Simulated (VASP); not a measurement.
# TaN (Fm-3m) in VASP: a series of runs, part 2 of 2

VASP 6.6.1. The steps go on from the part before.

## (3) Single point, PBE

This run uses another cell than the first one, of 11.59 Å³/atom, 1.037 times its volume.

Input file INCAR:

```
PREC = Accurate
ENCUT = 520
EDIFF = 1E-6
ISMEAR = 1
SIGMA = 0.15
LREAL = False
LASPH = True
NELM = 60
ALGO = Normal
ISIF = 2
LWAVE = False
LCHARG = True
GGA = PE
LELF = True
LVHAR = True
NBANDS = 15
```

Input file KPOINTS:

```
Automatic mesh
0
Gamma
  11 11 11
```

Input file POSCAR:

```
TaN
1.0
    0.0000000000      2.2628889296      2.2628889296
    2.2628889296      0.0000000000      2.2628889296
    2.2628889296      2.2628889296      0.0000000000
Ta N
1 1
Direct
    0.5000000000      0.5000000000      0.5000000000
    0.0000000000      0.0000000000      0.0000000000
```

Potentials or basis: VASP PAW PBE potentials, release 64 (Ta_pv, N).

Run with:

```console
cat potpaw_PBE.64/Ta_pv/POTCAR potpaw_PBE.64/N/POTCAR > POTCAR
mpirun -np 1 vasp_std > vasp.out
```

OUTCAR:

```text
PREC = Accurate
   ENCUT = 520
   EDIFF = 1E-6
   ISMEAR = 1
   LREAL = False
   LASPH = True
   NELM = 60
   ISIF = 2
   GGA = PE

 ion  position               nearest neighbor table
   1  0.500  0.500  0.500-   2 2.26   2 2.26   2 2.26   2 2.26   2 2.26   2 2.26
   2  0.000  0.000  0.000-   1 2.26   1 2.26   1 2.26   1 2.26   1 2.26   1 2.26

  LATTYP: Found a face centered cubic cell.
 ALAT       =     4.5257778592

  Lattice vectors:

 A1 = (   0.0000000000,   2.2628889296,   2.2628889296)
 A2 = (   2.2628889296,   0.0000000000,   2.2628889296)
 A3 = (   2.2628889296,   2.2628889296,   0.0000000000)

Analysis of symmetry for initial positions (statically):
=====================================================================
 Subroutine PRICEL returns:
 Original cell was already a primitive cell.

 Routine SETGRP: Setting up the symmetry group for a
 face centered cubic supercell.

 Subroutine GETGRP returns: Found 48 space group operations
 (whereof 48 operations were pure point group operations)
 out of a pool of 48 trial point group operations.

The static configuration has the point symmetry O_h .

Analysis of symmetry for dynamics (positions and initial velocities):
=====================================================================
 Subroutine PRICEL returns:
 Original cell was already a primitive cell.

 Routine SETGRP: Setting up the symmetry group for a
 face centered cubic supercell.

 Subroutine GETGRP returns: Found 48 space group operations
 (whereof 48 operations were pure point group operations)
 out of a pool of 48 trial point group operations.

The dynamic configuration has the point symmetry O_h .

 Subroutine INISYM returns: Found 48 space group operations
 (whereof 48 operations are pure point group operations),
 and found     1 'primitive' translations

----------------------------------------------------------------------------------------

                                     Primitive cell

  volume of cell :      23.1750

  direct lattice vectors                    reciprocal lattice vectors
     0.000000000  2.262888930  2.262888930    -0.220956492  0.220956492  0.220956492
     2.262888930  0.000000000  2.262888930     0.220956492 -0.220956492  0.220956492
     2.262888930  2.262888930  0.000000000     0.220956492  0.220956492 -0.220956492

  length of vectors
     3.200208214  3.200208214  3.200208214     0.382707871  0.382707871  0.382707871

  position of ions in fractional coordinates (direct lattice)
     0.500000000  0.500000000  0.500000000
     0.000000000  0.000000000  0.000000000

  ion indices of the primitive-cell ions
   primitive index   ion index
                 1           1
                 2           2

----------------------------------------------------------------------------------------

 KPOINTS: Automatic mesh

Automatic generation of k-mesh.
 Grid dimensions read from file:
 generate k-points for:   11   11   11

 Generating k-lattice:

  Cartesian coordinates                     Fractional coordinates (reciprocal lattice)
    -0.020086954  0.020086954  0.020086954     0.090909091  0.000000000  0.000000000
     0.020086954 -0.020086954  0.020086954     0.000000000  0.090909091  0.000000000
     0.020086954  0.020086954 -0.020086954     0.000000000  0.000000000  0.090909091

  Length of vectors
     0.034791625  0.034791625  0.034791625

[... 38 lines left out ...]
   dimension x,y,z NGX =    24 NGY =   24 NGZ =   24
   dimension x,y,z NGXF=    48 NGYF=   48 NGZF=   48
   ions per type =               1   1
   NGX,Y,Z   is equivalent  to a cutoff of  12.47, 12.47, 12.47 a.u.
   NGXF,Y,Z  is equivalent  to a cutoff of  24.94, 24.94, 24.94 a.u.
 SYSTEM =  unknown system
   PREC   = accura    normal or accurate (medium, high low for compatibility)
   ISTART =      0    job   : 0-new  1-cont  2-samecut
   ICHARG =      2    charge: 1-file 2-atom 10-const
   ISPIN  =      1    spin polarized calculation?
   LNONCOLLINEAR =      F non collinear calculations
   LSORBIT =      F    spin-orbit coupling
   LASPH  =      T    aspherical Exc in radial PAW
   ENCUT  =  520.0 eV  38.22 Ry    6.18 a.u.   5.95  5.95  5.95*2*pi/ulx,y,z
   NELM   =     60;   NELMIN=  2; NELMDL= -5     # of ELM steps
   EDIFF  = 0.1E-05   stopping-criterion for ELM
   LREAL  =      F    real-space projection
   EDIFFG = 0.1E-04   stopping-criterion for IOM
   NSW    =      0    number of steps for IOM
   IBRION =     -1    ionic relax: 0-MD 1-quasi-New 2-CG
   NFREE  =      0    steps in history (QN), initial steepest desc. (CG)
   ISIF   =      2    stress and relaxation
   ISYM   =      2    0-nonsym 1-usesym 2-fastsym
   POTIM  = 0.5000    time-step for ionic-motion
   TEBEG  =    0.0;   TEEND  =   0.0 temperature during run
   PSTRESS=    0.0 pullay stress
   NELECT =      16.0000    total number of electrons
   NUPDOWN=      -1.0000    fix difference up-down
   EMIN   =  10.00;   EMAX   =-10.00  energy-range for DOS
   EFERMI =   0.00;   METHOD = LEGACY
   ISMEAR =     1;   SIGMA  =   0.15  broadening in eV -4-tet -1-fermi 0-gaus
   EFERMI_NEDOS =   21; number of points for ismear=-14 and -15
   IALGO  =     38    algorithm
   IMIX   =      4    mixing-type and parameters
     AMIX     =   0.40;   BMIX     =  1.00
     AMIX_MAG =   1.60;   BMIX_MAG =  1.00
  volume/ion in A,a.u.               =      11.59        78.20
  Fermi-wavevector in a.u.,A,eV,Ry     =   1.446910  2.734264 28.484467  2.093549
  Thomas-Fermi vector in A             =   2.564925
   LORBIT       =      0    0 simple, 1 ext, 2 COOP (PROOUT), +10 PAW based schemes
   GGA     = PE    functional components
   LHFCALC =     F    Hartree Fock is set to
   AEXX    =    0.0000 exact exchange contribution
   IVDW    =     0    specifies the selected vdW correction
   LEPSILON=     F    determine dielectric tensor
   LRPA    =     F    only Hartree local field effects (RPA)
 non-spin polarized calculation
 Methfessel and Paxton  Order N= 1 SIGMA  =   0.15
  energy-cutoff  :      520.00
  volume of cell :       23.17
 maximum number of plane-waves:       635
   NGX = 11   NGY = 11   NGZ = 11

 number of electron      15.9999999 magnetization

 Free energy of the ion-electron system (eV)
  ---------------------------------------------------
  ext. energy  EPLUGINS =         0.00000000
  ---------------------------------------------------
  free energy    TOTEN  =       -21.71647002 eV

  energy without entropy =      -21.71847627  energy(sigma->0) =      -21.71713877

 E-fermi :   8.6258     XC(G=0): -12.9664

 val. band max:        8.5393003206   @ k =  -0.3636   0.2727   0.0909
 cond. band min:       8.6321062181   @ k =   0.0000   0.0000   0.0000
 fundamental gap:      0.0928058976
 Fermi energy:         8.6258394922

 k-point     1 :       0.0000    0.0000    0.0000
  band No.  band energies     occupation
      1     -27.3521      2.00000
      2     -27.3521      2.00000
      3     -27.3521      2.00000
      4      -9.5642      2.00000
      5       5.0166      2.00000
      6       5.0166      2.00000
      7       5.0166      2.00000
      8       6.7085      2.00000
      9       6.7085      2.00000
     10       6.7085      2.00000
     11       8.6321      0.92936
     12       8.6321      0.92934
     13       9.4102     -0.00000
     14      17.9565      0.00000
[... 401 lines left out ...]
      2     -27.4835      2.00000
      3     -27.3793      2.00000
      4      -8.1707      2.00000
      5       0.8655      2.00000
      6       2.2950      2.00000
      7       2.9454      2.00000
      8       7.9728      2.00000
      9       8.3204      2.01419
     10       9.7789     -0.00000
     11      10.1018     -0.00000
     12      13.5786      0.00000
     13      13.8411      0.00000
     14      20.7271      0.00000
     15      21.0934      0.00000

 [... further k-points ...]

------------------------ aborting loop because EDIFF is reached ----------------------------------------

  FORCE on cell =-STRESS in cart. coord.  units (eV):
  Direction    XX          YY          ZZ          XY          YZ          ZX
  --------------------------------------------------------------------------------------
  -------------------------------------------------------------------------------------
  Total       -2.8811676     -2.8811676     -2.8811676      0.0000000     -0.0000000      0.0000000
  in kB     -199.1862683   -199.1862683   -199.1862683      0.0000000     -0.0000000      0.0000000
  external PRESSURE =    -199.1862683 kB  Pullay stress =       0.0000000 kB

 VOLUME and BASIS-vectors are now :
 -----------------------------------------------------------------------------
  energy-cutoff  :      520.00
  volume of cell :       23.17
      direct lattice vectors                 reciprocal lattice vectors
     0.000000000  2.262888930  2.262888930    -0.220956492  0.220956492  0.220956492
     2.262888930  0.000000000  2.262888930     0.220956492 -0.220956492  0.220956492
     2.262888930  2.262888930  0.000000000     0.220956492  0.220956492 -0.220956492

 POSITION                                       TOTAL-FORCE (eV/Angst)
 -----------------------------------------------------------------------------------
      2.26289      2.26289      2.26289        -0.000000     -0.000000      0.000000
      0.00000      0.00000      0.00000         0.000000      0.000000      0.000000
 -----------------------------------------------------------------------------------
    total drift:                                0.000000     -0.000000     -0.000000

  FREE ENERGIE OF THE ION-ELECTRON SYSTEM (eV)
  ---------------------------------------------------
  free  energy   TOTEN  =       -21.7164700232 eV

  energy  without entropy=      -21.7184762668  energy(sigma->0) =      -21.71713877
```

stdout:

```text
POSCAR found type information on POSCAR TaN
 POSCAR found :  2 types and       2 ions
 scaLAPACK will be used
 LDA part: xc-table for (Slater+PW92), standard interpolation
 POSCAR, INCAR and KPOINTS ok, starting setup
 FFT: planning ... GRIDC
 FFT: planning ... GRID_SOFT
 FFT: planning ... GRID
 WAVECAR not read
 entering main loop
```

Run time: 9 s. Hardware: 1 thread of Intel Xeon Platinum 8488C (Sapphire Rapids), shared host; peak memory 0.15 GiB.

What came out:

```
Free energy            : -21.7165 eV
Pressure               : -19.9 GPa
Band gap on the k mesh : zero (band 8 reaches 10.05 eV, above the bottom of band 9 at 6.71 eV)
```

Levels at points of the mesh, in eV from the Fermi level:
| k point | band 5 | band 6 | band 7 | band 8 | band 9 | band 10 | band 11 | band 12 |
| --- | --- | --- | --- | --- | --- | --- | --- | --- |
| (0.00, 0.00, 0.00) | -3.61 | -3.61 | -3.61 | -1.92 | -1.92 | -1.92 | 0.01 | 0.01 |

Caveat: spin-orbit coupling is left out, which moves the levels of the heavy elements.
